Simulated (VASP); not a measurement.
A run of VASP 6.6.1 is set up as follows.

Contents of INCAR:

```
PREC = Accurate
ENCUT = 520
EDIFF = 1E-7
ISMEAR = 0
SIGMA = 0.1
LREAL = F
LASPH = T
NELM = 80
ALGO = Normal
ISIF = 2
LWAVE = F
LCHARG = F
LDIPOL = T
IDIPOL = 3
DIPOL = 0.5 0.5 0.507
GGA = PS
NBANDS = 28
```

KPOINTS

```
regular mesh
0
Gamma
  7 7 1
```

POSCAR

```
Ca4H
1.0
    4.3230137468      0.0000000000      0.0000000000
    0.0000000000      4.3230137468      0.0000000000
    0.0000000000      0.0000000000     25.4845206202
Ca H
4 1
Direct
    0.5000000000      0.5000000000      0.3335358011
    0.0000000000      0.0000000000      0.4183522630
    0.5000000000      0.5000000000      0.5012719247
    0.0000000000      0.0000000000      0.6027766801
    0.0000000000      0.0000000000      0.6800809405
```

Potentials or basis: VASP PAW PBE potentials, release 64 (Ca_sv, H).

Launch:

```console
$ cat potpaw_PBE.64/Ca_sv/POTCAR potpaw_PBE.64/H/POTCAR > POTCAR
$ mpirun -np 1 vasp_std > vasp.out
```

Question: Predict the largest force.

Answer: 0.018 eV/Å.

Forces on the atoms (eV/Å):
```
Ca   0.000  0.000 -0.013
Ca   0.000  0.000  0.006
Ca   0.000  0.000  0.001
Ca   0.000  0.000 -0.012
H    0.000  0.000  0.018
```

Caveat: the PAW data sets were made with another functional, which shifts forces and pressure a little.
